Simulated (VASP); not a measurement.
## TaF3: single point with PBE

TaF3:

```
CELL_PARAMETERS angstrom
4.12667 0.00000 0.00000
0.00000 4.12667 0.00000
0.00000 0.00000 4.12667
ATOMIC_POSITIONS crystal
Ta 0.00000 0.00000 0.00000
F 0.50000 0.00000 0.00000
F 0.00000 0.50000 0.00000
F 0.00000 0.00000 0.50000
```

- Program: VASP 6.6.1
- Task: single point
- Functional: PBE
- Potentials or basis: VASP PAW PBE potentials, release 64 (Ta_pv, F)
- Cutoff: 520 eV
- k mesh: 9 × 9 × 9
- Occupations: fermi-dirac, width 0.1 eV
- Spin: no spin polarisation

```
Pressure               : 0.0 GPa
Band gap on the k mesh : zero (bands 16 and 17 overlap by 2.12 eV)
```

Levels at points of the mesh, in eV from the Fermi level:
```tsv
k point	band 14	band 15	band 16	band 17	band 18	band 19
(0.00, 0.00, 0.00)	-8.02	-8.02	-0.91	-0.91	-0.91	-0.10
```

It took 20 s on 1 thread of Intel(R) Xeon(R) Platinum 8488C (Sapphire Rapids), with other jobs on the host, peak memory 0.2 GiB.

Caveat: spin-orbit coupling is left out, which moves the levels of the heavy elements.
